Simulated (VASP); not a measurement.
Wanted: the native input for a VASP 6.6.1 run.

```yaml
Task: single point
Functional: PBE
Potentials_or_basis: VASP PAW PBE potentials, release 64 (B, N)
Cutoff: 520 eV
k_mesh: 12 × 12 × 12
Occupations: gaussian, width 0.05 eV
Spin: no spin polarisation
Dipole_correction: no
Further_INCAR_settings: ALGO = Normal; EDIFF = 1e-06; NBANDS = 11
```

The structure of BN lies in POSCAR:

```
BN
1.0
   -0.2038943003      1.9392613453      1.8123937807
    1.8123937807     -0.2038943003      1.8123937807
    1.6084994804      1.7353670450      0.0000000000
B N
1 1
Direct
    0.0000000000      0.0000000000      0.0000000000
    0.7500000000      0.7500000000      0.7500000000
```

This cell differs from its parent crystal: engineering shear strain xz -0.2250, normal strain along z +0.0700.

One way to write it, as run:

INCAR

```
SYSTEM = BN
PREC = Accurate ; ENCUT = 520
EDIFF = 1E-6 ; ISMEAR = 0
SIGMA = 0.05 ; LREAL = .FALSE.
LASPH = .TRUE. ; NELM = 100
ALGO = Normal ; ISIF = 2
LWAVE = .FALSE. ; LCHARG = .FALSE.
GGA = PE ; NBANDS = 11
```

KPOINTS

```
Automatic mesh
0
G
  12 12 12
  0 0 0
```

Potentials or basis: VASP PAW PBE potentials, release 64 (B, N).

Command:

```console
$ cat potpaw_PBE.64/B/POTCAR potpaw_PBE.64/N/POTCAR > POTCAR
$ mpirun -np 1 vasp_std > vasp.out
```

Results of the run:

```
Pressure               : -3.1 GPa
Largest force          : 0.169 eV/Å
Band gap on the k mesh : 2.03 eV, indirect (least direct gap 4.51 eV)
```

Caveat: the cell differs from its parent crystal (engineering shear strain xz -0.2250, normal strain along z +0.0700).

Wall time 110 s on 1 thread of AMD EPYC 7R13 (shared host), peak memory 0.14 GiB.
